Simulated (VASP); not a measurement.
# MoS2 in VASP: single point with PBEsol

Aim: the single point of MoS2 with PBEsol.

All numbers are computed with VASP 6.6.1; they aren't measurements. Logs are shortened: lines on timing, memory, paths and dates and some standing lists are left out, and cuts for length are marked.

## 1. The cell of the first run

The cell holds a slab with vacuum, 9 atoms: a = 3.120 Å, b = 3.120 Å, c = 24.258 Å, α = 90.00°, β = 90.00°, γ = 60.00°.

## 2. Single point, PBEsol (the distance across one plane changed)

The input, INCAR:

```
SYSTEM = MoS2
PREC = Accurate
ENCUT = 520
EDIFF = 1E-7
ISMEAR = 0
SIGMA = 0.15
LREAL = .False.
LASPH = .True.
NELM = 100
ALGO = Normal
ISIF = 2
LWAVE = .False.
LCHARG = .False.
GGA = PS
NBANDS = 49
```

The input, KPOINTS:

```
Automatic mesh
0
Gamma
  17 17 3
  0 0 0
```

The input, POSCAR:

```
MoS2
1.0
   -1.5602034497     -2.7023516451      0.0000000000
    1.5602034497     -2.7023516451      0.0000000000
    0.0000000000      0.0000000000     24.2580752127
Mo S
3 6
Direct
    0.3333333333      0.3333333333      0.1254558249
    0.6666666667      0.6666666667      0.3763423861
    0.0000000000      1.0000000000      0.6272289473
    1.0000000000      1.0000000000      0.4423431015
    0.3333333333      0.3333333333      0.6932296627
    0.6666666667      0.6666666667      0.1914565403
    1.0000000000      1.0000000000      0.0594551095
    0.3333333333      0.3333333333      0.3103416707
    0.6666666667      0.6666666667      0.5612282318
```

Potentials or basis: VASP PAW PBE potentials, release 64 (Mo_sv, S).

Launch:

```console
cat potpaw_PBE.64/Mo_sv/POTCAR potpaw_PBE.64/S/POTCAR > POTCAR
mpirun -np 1 vasp_std > vasp.out
```

OUTCAR:

```text
SYSTEM = MoS2
   PREC = Accurate
   ENCUT = 520
   EDIFF = 1E-7
   ISMEAR = 0
   LREAL = .False.
   LASPH = .True.
   NELM = 100
   ISIF = 2
   GGA = PS

 ion  position               nearest neighbor table
   1  0.333  0.333  0.125-   6 2.41   6 2.41   7 2.41   7 2.41   7 2.41   6 2.41
   2  0.667  0.667  0.376-   8 2.41   8 2.41   4 2.41   4 2.41   4 2.41   8 2.41
   3  0.000  0.000  0.627-   5 2.41   5 2.41   5 2.41   9 2.41   9 2.41   9 2.41
   4  0.000  0.000  0.442-   2 2.41   2 2.41   2 2.41
   5  0.333  0.333  0.693-   3 2.41   3 2.41   3 2.41
   6  0.667  0.667  0.191-   1 2.41   1 2.41   1 2.41
   7  0.000  0.000  0.059-   1 2.41   1 2.41   1 2.41
   8  0.333  0.333  0.310-   2 2.41   2 2.41   2 2.41
   9  0.667  0.667  0.561-   3 2.41   3 2.41   3 2.41

  LATTYP: Found a hexagonal cell.
 ALAT       =     3.1204068995
 C/A-ratio  =     7.7740102475

  Lattice vectors:

 A1 = (  -1.5602034497,   2.7023516451,   0.0000000000)
 A2 = (  -1.5602034497,  -2.7023516451,   0.0000000000)
 A3 = (   0.0000000000,   0.0000000000,  24.2580752127)

Analysis of symmetry for initial positions (statically):
=====================================================================
 Subroutine PRICEL returns:
 Original cell was already a primitive cell.

 Routine SETGRP: Setting up the symmetry group for a
 hexagonal supercell.

 Subroutine GETGRP returns: Found 12 space group operations
 (whereof  6 operations were pure point group operations)
 out of a pool of 24 trial point group operations.

The static configuration has the point symmetry C_3v.
 The point group associated with its full space group is D_3d.

Analysis of symmetry for dynamics (positions and initial velocities):
=====================================================================
 Subroutine PRICEL returns:
 Original cell was already a primitive cell.

 Routine SETGRP: Setting up the symmetry group for a
 hexagonal supercell.

 Subroutine GETGRP returns: Found 12 space group operations
 (whereof  6 operations were pure point group operations)
 out of a pool of 24 trial point group operations.

The dynamic configuration has the point symmetry C_3v.
 The point group associated with its full space group is D_3d.

 Subroutine INISYM returns: Found 12 space group operations
 (whereof  6 operations are pure point group operations),
 and found     1 'primitive' translations

----------------------------------------------------------------------------------------

                                     Primitive cell

  volume of cell :     204.5547

  direct lattice vectors                    reciprocal lattice vectors
    -1.560203450 -2.702351645  0.000000000    -0.320471026 -0.185024033  0.000000000
     1.560203450 -2.702351645  0.000000000     0.320471026 -0.185024033  0.000000000
     0.000000000  0.000000000 24.258075213     0.000000000  0.000000000  0.041223386

  length of vectors
     3.120406899  3.120406899 24.258075213     0.370048066  0.370048066  0.041223386

  position of ions in fractional coordinates (direct lattice)
     0.333333333  0.333333333  0.125455825
     0.666666667  0.666666667  0.376342386
     0.000000000  0.000000000  0.627228947
     0.000000000  0.000000000  0.442343102
     0.333333333  0.333333333  0.693229663
     0.666666667  0.666666667  0.191456540
     0.000000000  0.000000000  0.059455109
     0.333333333  0.333333333  0.310341671
     0.666666667  0.666666667  0.561228232

  ion indices of the primitive-cell ions
   primitive index   ion index
                 1           1
                 2           2
                 3           3
                 4           4
                 5           5
                 6           6
                 7           7
                 8           8
                 9           9

----------------------------------------------------------------------------------------

 KPOINTS: Automatic mesh

Automatic generation of k-mesh.
 Grid dimensions read from file:
 generate k-points for:   17   17    3

 Generating k-lattice:

  Cartesian coordinates                     Fractional coordinates (reciprocal lattice)
    -0.018851237 -0.010883767  0.000000000     0.058823529  0.000000000  0.000000000
     0.018851237 -0.010883767  0.000000000     0.000000000  0.058823529  0.000000000
     0.000000000  0.000000000  0.013741129     0.000000000  0.000000000  0.333333333

  Length of vectors
     0.021767533  0.021767533  0.013741129

  Shift w.r.t. Gamma in fractional coordinates (k-lattice)
     0.000000000  0.000000000  0.000000000

 Subroutine IBZKPT returns following result:
 ===========================================

 Found     90 irreducible k-points:

 Following reciprocal coordinates:
            Coordinates               Weight
  0.000000  0.000000  0.000000      1.000000
  0.058824 -0.000000  0.000000      6.000000
  0.117647 -0.000000  0.000000      6.000000
  0.176471 -0.000000  0.000000      6.000000
  0.235294 -0.000000  0.000000      6.000000
  0.294118  0.000000  0.000000      6.000000
[... 16 lines left out ...]
 -0.470588  0.117647  0.000000     12.000000
  0.352941  0.176471  0.000000      6.000000
 [... further k-points ...]
   k-points           NKPTS =     90   k-points in BZ     NKDIM =     90   number of bands    NBANDS=     49
   number of dos      NEDOS =    301   number of ions     NIONS =      9
   total plane-waves  NPLWV = 103680
   dimension x,y,z NGX =    24 NGY =   24 NGZ =  180
   dimension x,y,z NGXF=    48 NGYF=   48 NGZF=  360
   ions per type =               3   6
   NGX,Y,Z   is equivalent  to a cutoff of  12.79, 12.79, 12.34 a.u.
   NGXF,Y,Z  is equivalent  to a cutoff of  25.57, 25.57, 24.67 a.u.
 SYSTEM =  MoS2
   PREC   = accura    normal or accurate (medium, high low for compatibility)
   ISTART =      0    job   : 0-new  1-cont  2-samecut
   ICHARG =      2    charge: 1-file 2-atom 10-const
   ISPIN  =      1    spin polarized calculation?
   LNONCOLLINEAR =      F non collinear calculations
   LSORBIT =      F    spin-orbit coupling
   LASPH  =      T    aspherical Exc in radial PAW
   ENCUT  =  520.0 eV  38.22 Ry    6.18 a.u.   5.80  5.80 45.10*2*pi/ulx,y,z
   NELM   =    100;   NELMIN=  2; NELMDL= -5     # of ELM steps
   EDIFF  = 0.1E-06   stopping-criterion for ELM
   LREAL  =      F    real-space projection
   EDIFFG = 0.1E-05   stopping-criterion for IOM
   NSW    =      0    number of steps for IOM
   IBRION =     -1    ionic relax: 0-MD 1-quasi-New 2-CG
   NFREE  =      0    steps in history (QN), initial steepest desc. (CG)
   ISIF   =      2    stress and relaxation
   ISYM   =      2    0-nonsym 1-usesym 2-fastsym
   POTIM  = 0.5000    time-step for ionic-motion
   TEBEG  =    0.0;   TEEND  =   0.0 temperature during run
   PSTRESS=    0.0 pullay stress
   NELECT =      78.0000    total number of electrons
   NUPDOWN=      -1.0000    fix difference up-down
   EMIN   =  10.00;   EMAX   =-10.00  energy-range for DOS
   EFERMI =   0.00;   METHOD = LEGACY
   ISMEAR =     0;   SIGMA  =   0.15  broadening in eV -4-tet -1-fermi 0-gaus
   EFERMI_NEDOS =   21; number of points for ismear=-14 and -15
   IALGO  =     38    algorithm
   IMIX   =      4    mixing-type and parameters
     AMIX     =   0.40;   BMIX     =  1.00
     AMIX_MAG =   1.60;   BMIX_MAG =  1.00
  volume/ion in A,a.u.               =      22.73       153.38
  Fermi-wavevector in a.u.,A,eV,Ry     =   1.187144  2.243376 19.174823  1.409310
  Thomas-Fermi vector in A             =   2.323301
   LORBIT       =      0    0 simple, 1 ext, 2 COOP (PROOUT), +10 PAW based schemes
   GGA     = PS    functional components
   LHFCALC =     F    Hartree Fock is set to
   AEXX    =    0.0000 exact exchange contribution
   IVDW    =     0    specifies the selected vdW correction
   LEPSILON=     F    determine dielectric tensor
   LRPA    =     F    only Hartree local field effects (RPA)
 non-spin polarized calculation
 Gauss-broadening in eV      SIGMA  =   0.15
  energy-cutoff  :      520.00
  volume of cell :      204.55
 maximum number of plane-waves:      5547
   NGX = 11   NGY = 11   NGZ = 91

 number of electron      78.0000000 magnetization

 Free energy of the ion-electron system (eV)
  ---------------------------------------------------
  ext. energy  EPLUGINS =         0.00000000
  ---------------------------------------------------
  free energy    TOTEN  =       -67.88151174 eV

  energy without entropy =      -67.84838963  energy(sigma->0) =      -67.86495068

 E-fermi :   4.8700     XC(G=0):  -8.8753

 val. band max:        4.8464413986   @ k =  -0.4118   0.2941   0.0000
 cond. band min:       4.8879880753   @ k =   0.0000   0.0000   0.3333
 fundamental gap:      0.0415466767
 Fermi energy:         4.8699686252

 k-point     1 :       0.0000    0.0000    0.0000
  band No.  band energies     occupation
      1     -56.7421      2.00000
      2     -56.7421      2.00000
      3     -56.7106      2.00000
      4     -30.8804      2.00000
      5     -30.8804      2.00000
      6     -30.8552      2.00000
[... 41 lines left out ...]
     48       8.2168      0.00000
     49       8.2225      0.00000

 k-point     2 :       0.0588   -0.0000    0.0000
  band No.  band energies     occupation
      1     -56.7404      2.00000
      2     -56.7404      2.00000
      3     -56.7090      2.00000
      4     -30.8773      2.00000
      5     -30.8773      2.00000
      6     -30.8521      2.00000
[... 41 lines left out ...]
     48       8.0813      0.00000
     49       8.1363      0.00000

 k-point     3 :       0.1176   -0.0000    0.0000
  band No.  band energies     occupation
      1     -56.7357      2.00000
      2     -56.7357      2.00000
      3     -56.7043      2.00000
      4     -30.8684      2.00000
      5     -30.8684      2.00000
      6     -30.8433      2.00000
[... 1081 lines left out ...]
     48       7.9785      0.00000
     49       8.9180      0.00000

 k-point    24 :       0.3529    0.1765    0.0000
  band No.  band energies     occupation
      1     -56.7089      2.00000
      2     -56.7089      2.00000
      3     -56.6775      2.00000
      4     -30.9881      2.00000
      5     -30.9881      2.00000
      6     -30.9545      2.00000
[... 41 lines left out ...]
     48       7.4137      0.00000
     49       8.3034      0.00000

 [... further k-points ...]

------------------------ aborting loop because EDIFF is reached ----------------------------------------

  FORCE on cell =-STRESS in cart. coord.  units (eV):
  Direction    XX          YY          ZZ          XY          YZ          ZX
  --------------------------------------------------------------------------------------
  -------------------------------------------------------------------------------------
  Total       -0.0566537     -0.0566537     -0.0442121      0.0000000     -0.0000000      0.0000000
  in kB       -0.4437405     -0.4437405     -0.3462921      0.0000000     -0.0000000      0.0000000
  external PRESSURE =      -0.4112577 kB  Pullay stress =       0.0000000 kB

 VOLUME and BASIS-vectors are now :
 -----------------------------------------------------------------------------
  energy-cutoff  :      520.00
  volume of cell :      204.55
      direct lattice vectors                 reciprocal lattice vectors
    -1.560203450 -2.702351645  0.000000000    -0.320471026 -0.185024033  0.000000000
     1.560203450 -2.702351645  0.000000000     0.320471026 -0.185024033  0.000000000
     0.000000000  0.000000000 24.258075213     0.000000000  0.000000000  0.041223386

 POSITION                                       TOTAL-FORCE (eV/Angst)
 -----------------------------------------------------------------------------------
      0.00000     -1.80157      3.04332         0.000000     -0.000000     -0.036611
      0.00000     -3.60314      9.12934         0.000000     -0.000000     -0.000000
      0.00000      0.00000     15.21537         0.000000     -0.000000      0.036611
      0.00000      0.00000     10.73039         0.000000     -0.000000      0.006889
      0.00000     -1.80157     16.81642        -0.000000     -0.000000     -0.015789
      0.00000     -3.60314      4.64437        -0.000000      0.000000      0.021898
      0.00000      0.00000      1.44227         0.000000     -0.000000      0.015789
      0.00000     -1.80157      7.52829         0.000000      0.000000     -0.006889
      0.00000     -3.60314     13.61432         0.000000      0.000000     -0.021898
 -----------------------------------------------------------------------------------
    total drift:                               -0.000000      0.000000      0.000001

  FREE ENERGIE OF THE ION-ELECTRON SYSTEM (eV)
  ---------------------------------------------------
  free  energy   TOTEN  =       -67.8815117367 eV

  energy  without entropy=      -67.8483896314  energy(sigma->0) =      -67.86495068
```

It took 41 min on 1 thread of Intel Xeon 8259CL, shared host; peak memory 0.77 GiB.

What came out:

```yaml
Free_energy: -67.8815 eV
Largest_force: 0.037 eV/Å
Band_gap_on_the_k_mesh: zero (bands 39 and 40 overlap by 0.50 eV)
```

Forces on the atoms (eV/Å):
```
Mo   0.000  0.000 -0.037
Mo   0.000  0.000  0.000
Mo   0.000  0.000  0.037
S    0.000  0.000  0.007
S    0.000  0.000 -0.016
S    0.000  0.000  0.022
S    0.000  0.000  0.016
S    0.000  0.000 -0.007
S    0.000  0.000 -0.022
```

Caveat: the cell differs from its parent crystal (the distance across one plane changed); there is no dipole correction, which matters where the two faces differ; the PAW data sets were made with another functional, which shifts forces and pressure a little.

The gap in the log of VASP goes by the Fermi energy; the results here count the filled bands.